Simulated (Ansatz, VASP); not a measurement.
## PtSe2: VASP beside Ansatz

```xyz
3
Lattice="3.7492 0.0000 0.0000 -1.8746 3.2469 0.0000 0.0000 0.0000 6.5290" Properties=species:S:1:pos:R:3 pbc="T T T"
Pt    0.0000    0.0000    0.0000
Se    0.0000    2.1646    1.3100
Se    1.8746    1.0823    5.2191
```

Alike in both runs: task single point; functional PBE; k mesh 8 × 8 × 4; occupations gaussian, width 0.025 eV; non-collinear spin, spin-orbit coupling.

|  | VASP | Ansatz |
| --- | --- | --- |
| version | VASP 6.6.1 | Ansatz 0.2.0 |
| potentials or method | VASP PAW PBE potentials, release 64 (Pt, Se), cutoff 520 eV | plane waves, PAW |
| valence electrons in the cell | 22 | 50 |

|  | VASP | Ansatz | Ansatz less VASP |
| --- | --- | --- | --- |
| pressure (GPa) | 0.1 | 0.0 | -0.05 |
| rms of the force components (eV/Å) | 0.005 | 0.001 | -0.0042 |

Atom by atom the forces differ by 0.005 eV/Å (rms over components). VASP's potentials hold 22 valence electrons a cell and Ansatz's 50, so a difference there can come from the potentials and not from the codes.
